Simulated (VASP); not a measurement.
# BN (Cmcm) in VASP: notebook

The runs below take BN through single point, with PBE, LDA.

Program: VASP 6.6.1. These are calculated values, not measurements. Logs are shortened: lines on timing, memory, paths and dates and some standing lists are left out, and cuts for length are marked.

## Step 1: The cell of the first run

The typed cell holds 4 atoms: a = 2.488 Å, b = 2.488 Å, c = 6.495 Å, α = 90.00°, β = 90.00°, γ = 120.00°.

## Step 2: Single point, PBE

Input file INCAR:

```
ALGO = Normal
EDIFF = 1E-6
ENCUT = 520
GGA = PE
ISIF = 2
ISMEAR = 0
ISYM = 0
LASPH = True
LCHARG = False
LREAL = False
LWAVE = False
NBANDS = 16
NELM = 100
PREC = Accurate
SIGMA = 0.01
```

Input file KPOINTS:

```
Automatic mesh
0
Gamma
  3 3 1
  0.25 0.25 0.25
```

Input file POSCAR:

```
BN
1.0
    2.4883437600      0.0000000000      0.0000000000
   -1.2441718800      2.1549689100      0.0000000000
    0.0000000000      0.0000000000      6.4954828800
B N
2 2
Direct
    0.3335905393      0.6664094607      0.2500000000
    0.6664094607      0.3335905393      0.7500000000
    0.3342207760      0.6657792240      0.7500000000
    0.6657792240      0.3342207760      0.2500000000
```

Potentials or basis: VASP PAW PBE potentials, release 64 (B, N).

On the command line:

```sh
$ cat potpaw_PBE.64/B/POTCAR potpaw_PBE.64/N/POTCAR > POTCAR
$ mpirun -np 1 vasp_std > vasp.out
```

OUTCAR:

```text
EDIFF = 1E-6
   ENCUT = 520
   GGA = PE
   ISIF = 2
   ISMEAR = 0
   ISYM = 0
   LASPH = True
   LREAL = False
   NELM = 100
   PREC = Accurate

 ion  position               nearest neighbor table
   1  0.334  0.666  0.250-   4 1.43   4 1.44   4 1.44
   2  0.666  0.334  0.750-   3 1.43   3 1.44   3 1.44
   3  0.334  0.666  0.750-   2 1.43   2 1.44   2 1.44
   4  0.666  0.334  0.250-   1 1.43   1 1.44   1 1.44

IMPORTANT INFORMATION: All symmetrisations will be switched off!
NOSYMM: (Re-)initialisation of all symmetry stuff for point group C_1.

----------------------------------------------------------------------------------------

                                     Primitive cell

  volume of cell :      34.8308

  direct lattice vectors                    reciprocal lattice vectors
     2.488343760  0.000000000  0.000000000     0.401873735  0.232021909  0.000000000
    -1.244171880  2.154968910  0.000000000     0.000000000  0.464043818  0.000000000
     0.000000000  0.000000000  6.495482880     0.000000000  0.000000000  0.153953142

  length of vectors
     2.488343760  2.488343760  6.495482880     0.464043818  0.464043818  0.153953142

  position of ions in fractional coordinates (direct lattice)
     0.333590539  0.666409461  0.250000000
     0.666409461  0.333590539  0.750000000
     0.334220776  0.665779224  0.750000000
     0.665779224  0.334220776  0.250000000

  ion indices of the primitive-cell ions
   primitive index   ion index
                 1           1
                 2           2
                 3           3
                 4           4

----------------------------------------------------------------------------------------

 KPOINTS: Automatic mesh

Automatic generation of k-mesh.
 Grid dimensions read from file:
 generate k-points for:    3    3    1

 Generating k-lattice:

  Cartesian coordinates                     Fractional coordinates (reciprocal lattice)
     0.133957912  0.077340636  0.000000000     0.333333333  0.000000000  0.000000000
     0.000000000  0.154681273  0.000000000     0.000000000  0.333333333  0.000000000
     0.000000000  0.000000000  0.153953142     0.000000000  0.000000000  1.000000000

  Length of vectors
     0.154681273  0.154681273  0.153953142

  Shift w.r.t. Gamma in fractional coordinates (k-lattice)
     0.250000000  0.250000000  0.250000000

 Subroutine IBZKPT returns following result:
 ===========================================

 Found     54 irreducible k-points:

 Following reciprocal coordinates:
            Coordinates               Weight
  0.083333  0.083333  0.250000      2.000000
 -0.083333  0.166667  0.250000      2.000000
 -0.166667  0.083333  0.250000      2.000000
 -0.083333 -0.083333  0.250000      2.000000
  0.083333 -0.166667  0.250000      2.000000
  0.166667 -0.083333  0.250000      2.000000
[... 16 lines left out ...]
  0.083333  0.166667  0.250000      2.000000
 -0.166667  0.250000  0.250000      2.000000
 [... further k-points ...]
   k-points           NKPTS =     54   k-points in BZ     NKDIM =     54   number of bands    NBANDS=     16
   number of dos      NEDOS =    301   number of ions     NIONS =      4
   total plane-waves  NPLWV =  19200
   dimension x,y,z NGX =    20 NGY =   20 NGZ =   48
   dimension x,y,z NGXF=    40 NGYF=   40 NGZF=   96
   ions per type =               2   2
   NGX,Y,Z   is equivalent  to a cutoff of  13.36, 13.36, 12.29 a.u.
   NGXF,Y,Z  is equivalent  to a cutoff of  26.72, 26.72, 24.57 a.u.
 SYSTEM =  unknown system
   PREC   = accura    normal or accurate (medium, high low for compatibility)
   ISTART =      0    job   : 0-new  1-cont  2-samecut
   ICHARG =      2    charge: 1-file 2-atom 10-const
   ISPIN  =      1    spin polarized calculation?
   LNONCOLLINEAR =      F non collinear calculations
   LSORBIT =      F    spin-orbit coupling
   LASPH  =      T    aspherical Exc in radial PAW
   ENCUT  =  520.0 eV  38.22 Ry    6.18 a.u.   4.63  4.63 12.08*2*pi/ulx,y,z
   NELM   =    100;   NELMIN=  2; NELMDL= -5     # of ELM steps
   EDIFF  = 0.1E-05   stopping-criterion for ELM
   LREAL  =      F    real-space projection
   EDIFFG = 0.1E-04   stopping-criterion for IOM
   NSW    =      0    number of steps for IOM
   IBRION =     -1    ionic relax: 0-MD 1-quasi-New 2-CG
   NFREE  =      0    steps in history (QN), initial steepest desc. (CG)
   ISIF   =      2    stress and relaxation
   ISYM   =      0    0-nonsym 1-usesym 2-fastsym
   POTIM  = 0.5000    time-step for ionic-motion
   TEBEG  =    0.0;   TEEND  =   0.0 temperature during run
   PSTRESS=    0.0 pullay stress
   NELECT =      16.0000    total number of electrons
   NUPDOWN=      -1.0000    fix difference up-down
   EMIN   =  10.00;   EMAX   =-10.00  energy-range for DOS
   EFERMI =   0.00;   METHOD = LEGACY
   ISMEAR =     0;   SIGMA  =   0.01  broadening in eV -4-tet -1-fermi 0-gaus
   EFERMI_NEDOS =   21; number of points for ismear=-14 and -15
   IALGO  =     38    algorithm
   IMIX   =      4    mixing-type and parameters
     AMIX     =   0.40;   BMIX     =  1.00
     AMIX_MAG =   1.60;   BMIX_MAG =  1.00
  volume/ion in A,a.u.               =       8.71        58.76
  Fermi-wavevector in a.u.,A,eV,Ry     =   1.263166  2.387038 21.709310  1.595589
  Thomas-Fermi vector in A             =   2.396537
   LORBIT       =      0    0 simple, 1 ext, 2 COOP (PROOUT), +10 PAW based schemes
   GGA     = PE    functional components
   LHFCALC =     F    Hartree Fock is set to
   AEXX    =    0.0000 exact exchange contribution
   IVDW    =     0    specifies the selected vdW correction
   LEPSILON=     F    determine dielectric tensor
   LRPA    =     F    only Hartree local field effects (RPA)
 non-spin polarized calculation
 Gauss-broadening in eV      SIGMA  =   0.01
  energy-cutoff  :      520.00
  volume of cell :       34.83
 maximum number of plane-waves:       945
   NGX =  9   NGY =  9   NGZ = 25

 number of electron      16.0000000 magnetization

 Free energy of the ion-electron system (eV)
  ---------------------------------------------------
  ext. energy  EPLUGINS =         0.00000000
  ---------------------------------------------------
  free energy    TOTEN  =       -35.17064595 eV

  energy without entropy =      -35.17064595  energy(sigma->0) =      -35.17064595

 E-fermi :   2.3781     XC(G=0): -10.2547

 val. band max:        2.2879820450   @ k =  -0.4167  -0.4167   0.2500
 cond. band min:       7.0834629366   @ k =  -0.4167  -0.4167   0.2500
 fundamental gap:      4.7954808916
 Fermi energy:         2.3780769046

 k-point     1 :       0.0833    0.0833    0.2500
  band No.  band energies     occupation
      1     -14.9509      2.00000
      2     -14.7185      2.00000
      3      -3.0329      2.00000
      4      -1.4489      2.00000
      5      -0.2174      2.00000
      6      -0.1913      2.00000
[... 8 lines left out ...]
     15      15.9764      0.00000
     16      16.3976      0.00000

 k-point     2 :      -0.0833    0.1667    0.2500
  band No.  band energies     occupation
      1     -14.9519      2.00000
      2     -14.7195      2.00000
      3      -3.0319      2.00000
      4      -1.4480      2.00000
      5      -0.2834      2.00000
      6      -0.2535      2.00000
[... 8 lines left out ...]
     15      15.8269      0.00000
     16      16.3568      0.00000

 k-point     3 :      -0.1667    0.0833    0.2500
  band No.  band energies     occupation
      1     -14.9519      2.00000
      2     -14.7195      2.00000
      3      -3.0319      2.00000
      4      -1.4480      2.00000
      5      -0.2834      2.00000
      6      -0.2535      2.00000
[... 8 lines left out ...]
     15      15.8269      0.00000
     16      16.3568      0.00000

 k-point     4 :      -0.0833   -0.0833    0.2500
  band No.  band energies     occupation
      1     -14.9509      2.00000
      2     -14.7185      2.00000
      3      -3.0329      2.00000
      4      -1.4489      2.00000
      5      -0.2174      2.00000
      6      -0.1913      2.00000
[... 8 lines left out ...]
     15      15.9764      0.00000
     16      16.3976      0.00000

 k-point     5 :       0.0833   -0.1667    0.2500
  band No.  band energies     occupation
      1     -14.9519      2.00000
      2     -14.7195      2.00000
      3      -3.0319      2.00000
      4      -1.4480      2.00000
      5      -0.2834      2.00000
      6      -0.2535      2.00000
[... 8 lines left out ...]
     15      15.8269      0.00000
     16      16.3568      0.00000

 k-point     6 :       0.1667   -0.0833    0.2500
  band No.  band energies     occupation
      1     -14.9519      2.00000
      2     -14.7195      2.00000
      3      -3.0319      2.00000
      4      -1.4480      2.00000
      5      -0.2834      2.00000
      6      -0.2535      2.00000
[... 8 lines left out ...]
     15      15.8269      0.00000
     16      16.3568      0.00000
[... 267 lines left out ...]
 k-point    21 :       0.1667   -0.2500    0.2500
  band No.  band energies     occupation
      1     -14.4256      2.00000
      2     -14.2088      2.00000
      3      -2.3241      2.00000
      4      -1.7898      2.00000
      5      -1.7715      2.00000
      6      -0.7557      2.00000
[... 8 lines left out ...]
     15      17.2934      0.00000
     16      17.5568      0.00000

 k-point    22 :       0.2500   -0.0833    0.2500
  band No.  band energies     occupation
      1     -14.4246      2.00000
      2     -14.2077      2.00000
      3      -2.3242      2.00000
      4      -1.7636      2.00000
      5      -1.7429      2.00000
      6      -0.7571      2.00000
[... 8 lines left out ...]
     15      17.3295      0.00000
     16      17.5806      0.00000

 k-point    23 :       0.0833    0.1667    0.2500
  band No.  band energies     occupation
      1     -14.4231      2.00000
      2     -14.2061      2.00000
      3      -2.3249      2.00000
      4      -1.7404      2.00000
      5      -1.7189      2.00000
      6      -0.7601      2.00000
[... 8 lines left out ...]
     15      17.4410      0.00000
     16      17.6579      0.00000

 k-point    24 :      -0.1667    0.2500    0.2500
  band No.  band energies     occupation
      1     -14.4256      2.00000
      2     -14.2088      2.00000
      3      -2.3241      2.00000
      4      -1.7898      2.00000
      5      -1.7715      2.00000
      6      -0.7557      2.00000
[... 8 lines left out ...]
     15      17.2934      0.00000
     16      17.5568      0.00000

 [... further k-points ...]

------------------------ aborting loop because EDIFF is reached ----------------------------------------

  FORCE on cell =-STRESS in cart. coord.  units (eV):
  Direction    XX          YY          ZZ          XY          YZ          ZX
  --------------------------------------------------------------------------------------
  -------------------------------------------------------------------------------------
  Total        2.5362889      2.3916150      0.7935702     -0.1252875     -0.0000001     -0.0000010
  in kB      116.6665821    110.0117391     36.5033828     -5.7630911     -0.0000040     -0.0000482
  external PRESSURE =      87.7272347 kB  Pullay stress =       0.0000000 kB

 VOLUME and BASIS-vectors are now :
 -----------------------------------------------------------------------------
  energy-cutoff  :      520.00
  volume of cell :       34.83
      direct lattice vectors                 reciprocal lattice vectors
     2.488343760  0.000000000  0.000000000     0.401873735  0.232021909  0.000000000
    -1.244171880  2.154968910  0.000000000     0.000000000  0.464043818  0.000000000
     0.000000000  0.000000000  6.495482880     0.000000000  0.000000000  0.153953142

 POSITION                                       TOTAL-FORCE (eV/Angst)
 -----------------------------------------------------------------------------------
      0.00096      1.43609      1.62387        -0.186893      0.107903      0.000001
      1.24321      0.71888      4.87161         0.186892     -0.107903      0.000001
      0.00331      1.43473      4.87161        -0.187145      0.108049     -0.000002
      1.24086      0.72024      1.62387         0.187146     -0.108049      0.000000
 -----------------------------------------------------------------------------------
    total drift:                                0.000001      0.000001     -0.000004

  FREE ENERGIE OF THE ION-ELECTRON SYSTEM (eV)
  ---------------------------------------------------
  free  energy   TOTEN  =       -35.1706459524 eV

  energy  without entropy=      -35.1706459524  energy(sigma->0) =      -35.17064595
```

It took 28 s on 1 thread of Intel Xeon Platinum 8259CL at 2.50GHz (Skylake/Cascade Lake), shared host; peak memory 0.15 GiB.

Results:

| Quantity | Value |
| --- | --- |
| Free energy | -35.1706 eV |
| Pressure | 8.8 GPa |
| Largest force | 0.216 eV/Å |
| Band gap on the k mesh | 4.80 eV |

Forces in eV/Å, atoms in the order of the input:
```
B   -0.187  0.108  0.000
B    0.187 -0.108  0.000
N   -0.187  0.108  0.000
N    0.187 -0.108  0.000
```

Stress tensor (GPa, compression positive):
```
11.67 -0.58  0.00
-0.58 11.00  0.00
 0.00  0.00  3.65
```

Caveat: the k points lie up to 0.97 Å⁻¹ apart; a shifted mesh leaves out Γ, where band edges can lie; this functional lacks dispersion, which binds the layers, so the pressure and a relaxed spacing across them are unreliable.

## Step 3: Single point, PBE

This run uses another cell than the first one: it holds 36 atoms, not 4.

Input file INCAR:

```
ALGO = Normal ; EDIFF = 1E-6
ENCUT = 520 ; GGA = PE
ISIF = 2 ; ISMEAR = 0
LASPH = T ; LCHARG = F
LREAL = Auto ; LWAVE = F
NBANDS = 96 ; NELM = 60
PREC = Accurate ; SIGMA = 0.01
```

Input file KPOINTS:

```
Automatic mesh
0
Gamma
  1 1 1
  0.25 0.25 0.25
```

Input file POSCAR:

```
BN
1.0
    7.4650312809      0.0000000000      0.0000000000
   -3.7325156404      6.4649067293      0.0000000000
    0.0000000000      0.0000000000      6.4954828800
B N
18 18
Direct
    0.1111968464      0.2221364869      0.2500000000
    0.2221364869      0.1111968464      0.7500000000
    0.1111968464      0.5554698202      0.2500000000
    0.2221364869      0.4445301798      0.7500000000
    0.1111968464      0.8888031536      0.2500000000
    0.2221364869      0.7778635131      0.7500000000
    0.4445301798      0.2221364869      0.2500000000
    0.5554698202      0.1111968464      0.7500000000
    0.4445301798      0.5554698202      0.2500000000
    0.5554698202      0.4445301798      0.7500000000
    0.4445301798      0.8888031536      0.2500000000
    0.5554698202      0.7778635131      0.7500000000
    0.7778635131      0.2221364869      0.2500000000
    0.8888031536      0.1111968464      0.7500000000
    0.7778635131      0.5554698202      0.2500000000
    0.8888031536      0.4445301798      0.7500000000
    0.7778635131      0.8888031536      0.2500000000
    0.8888031536      0.7778635131      0.7500000000
    0.1114069253      0.2219264080      0.7500000000
    0.2219264080      0.1114069253      0.2500000000
    0.1114069253      0.5552597413      0.7500000000
    0.2219264080      0.4447402587      0.2500000000
    0.1114069253      0.8885930747      0.7500000000
    0.2219264080      0.7780735920      0.2500000000
    0.4447402587      0.2219264080      0.7500000000
    0.5552597413      0.1114069253      0.2500000000
    0.4447402587      0.5552597413      0.7500000000
    0.5552597413      0.4447402587      0.2500000000
    0.4447402587      0.8885930747      0.7500000000
    0.5552597413      0.7780735920      0.2500000000
    0.7780735920      0.2219264080      0.7500000000
    0.8885930747      0.1114069253      0.2500000000
    0.7780735920      0.5552597413      0.7500000000
    0.8885930747      0.4447402587      0.2500000000
    0.7780735920      0.8885930747      0.7500000000
    0.8885930747      0.7780735920      0.2500000000
```

Potentials or basis: VASP PAW PBE potentials, release 64 (B, N).

On the command line:

```sh
$ cat potpaw_PBE.64/B/POTCAR potpaw_PBE.64/N/POTCAR > POTCAR
$ mpirun -np 1 vasp_std > vasp.out
```

It took 2.2 min on 1 thread of Intel Xeon Platinum 8259CL at 2.50GHz (Skylake/Cascade Lake), shared host; peak memory 0.36 GiB.

Results (log left out):

```
Free energy            : -316.5469 eV
Pressure               : 8.8 GPa
Largest force          : 0.216 eV/Å
Band gap on the k mesh : 4.80 eV
```

Forces on the atoms (eV/Å):
```
B   -0.187  0.108  0.000
B    0.187 -0.108  0.000
B   -0.187  0.108  0.000
B    0.187 -0.108  0.000
B   -0.187  0.108  0.000
B    0.187 -0.108  0.000
B   -0.187  0.108  0.000
B    0.187 -0.108  0.000
B   -0.187  0.108  0.000
B    0.187 -0.108  0.000
B   -0.187  0.108  0.000
B    0.187 -0.108  0.000
B   -0.187  0.108  0.000
B    0.187 -0.108  0.000
B   -0.187  0.108  0.000
B    0.187 -0.108  0.000
B   -0.187  0.108  0.000
B    0.187 -0.108  0.000
N   -0.187  0.108  0.000
N    0.187 -0.108  0.000
N   -0.187  0.108  0.000
N    0.187 -0.108  0.000
N   -0.187  0.108  0.000
N    0.187 -0.108  0.000
N   -0.187  0.108  0.000
N    0.187 -0.108  0.000
N   -0.187  0.108  0.000
N    0.187 -0.108  0.000
N   -0.187  0.108  0.000
N    0.187 -0.108  0.000
N   -0.187  0.108  0.000
N    0.187 -0.108  0.000
N   -0.187  0.108  0.000
N    0.187 -0.108  0.000
N   -0.187  0.108  0.000
N    0.187 -0.108  0.000
```

Stress tensor (GPa, compression positive):
```
11.66 -0.58  0.00
-0.58 10.99  0.00
 0.00  0.00  3.64
```

Levels at points of the mesh, in eV from the valence-band top:
| k point | band 68 | band 69 | band 70 | band 71 | band 72 | band 73 | band 74 | band 75 | band 76 | band 77 |
| --- | --- | --- | --- | --- | --- | --- | --- | --- | --- | --- |
| (0.25, 0.25, 0.25) | -0.66 | -0.40 | -0.33 | -0.33 | 0.00 | 4.80 | 4.89 | 4.89 | 5.53 | 5.87 |

Caveat: the k points lie up to 0.97 Å⁻¹ apart; a shifted mesh leaves out Γ, where band edges can lie; this functional lacks dispersion, which binds the layers, so the pressure and a relaxed spacing across them are unreliable.

## Step 4: Single point, PBE

This run uses another cell than the first one: it holds 36 atoms, not 4.

Input file INCAR:

```
SYSTEM = BN
PREC = Accurate
ENCUT = 520
EDIFF = 1E-6
ISMEAR = -1
SIGMA = 0.01
LREAL = Auto
LASPH = .TRUE.
NELM = 60
ALGO = Normal
ISIF = 2
LWAVE = .FALSE.
LCHARG = .FALSE.
GGA = PE
NBANDS = 96
```

Input file KPOINTS:

```
Automatic mesh
0
Gamma
  2 2 2
  0.5 0.5 0.5
```

Changes to POSCAR since step 3:

```diff
@@ -2,4 +2,4 @@
 1.0
-    7.4650312809      0.0000000000      0.0000000000
-   -3.7325156404      6.4649067293      0.0000000000
+    7.4650312800      0.0000000000      0.0000000000
+   -3.7325156400      6.4649067300      0.0000000000
     0.0000000000      0.0000000000      6.4954828800
```

On the command line:

```sh
$ cat potpaw_PBE.64/B/POTCAR potpaw_PBE.64/N/POTCAR > POTCAR
$ mpirun -np 1 vasp_std > vasp.out
```

Wall time 3.7 min (1 thread of Intel Xeon Platinum 8259CL at 2.50GHz (Skylake/Cascade Lake), shared host); peak memory 0.39 GiB.

The run converged. Its results:

| Quantity | Value |
| --- | --- |
| Free energy | -316.0505 eV |
| Pressure | 8.6 GPa |
| Largest force | 0.217 eV/Å |
| Band gap on the k mesh | 4.62 eV |

Forces on the atoms (eV/Å):
```
B   -0.187  0.108  0.000
B    0.187 -0.108  0.000
B   -0.187  0.108  0.000
B    0.187 -0.108  0.000
B   -0.187  0.108  0.000
B    0.187 -0.108  0.000
B   -0.187  0.108  0.000
B    0.187 -0.108  0.000
B   -0.187  0.108  0.000
B    0.187 -0.108  0.000
B   -0.187  0.108  0.000
B    0.187 -0.108  0.000
B   -0.187  0.108  0.000
B    0.187 -0.108  0.000
B   -0.187  0.108  0.000
B    0.187 -0.108  0.000
B   -0.187  0.108  0.000
B    0.187 -0.108  0.000
N   -0.188  0.108  0.000
N    0.188 -0.108  0.000
N   -0.188  0.108  0.000
N    0.188 -0.108  0.000
N   -0.188  0.108  0.000
N    0.188 -0.108  0.000
N   -0.188  0.108  0.000
N    0.188 -0.108  0.000
N   -0.188  0.108  0.000
N    0.188 -0.108  0.000
N   -0.188  0.108  0.000
N    0.188 -0.108  0.000
N   -0.188  0.108  0.000
N    0.188 -0.108  0.000
N   -0.188  0.108  0.000
N    0.188 -0.108  0.000
N   -0.188  0.108  0.000
N    0.188 -0.108  0.000
```

Stress tensor (GPa, compression positive):
```
11.40 -0.56  0.00
-0.56 10.75  0.00
 0.00  0.00  3.65
```

Levels at points of the mesh, in eV from the valence-band top:
```tsv
k point	band 69	band 70	band 71	band 72	band 73	band 74	band 75	band 76
(0.25, 0.25, 0.25)	-0.58	-0.50	-0.50	-0.17	4.62	4.71	4.71	5.35
```

Caveat: the cell stands under pressure; a shifted mesh leaves out Γ, where band edges can lie; this functional lacks dispersion, which binds the layers, so the pressure and a relaxed spacing across them are unreliable.

[end of part 1 of 2]
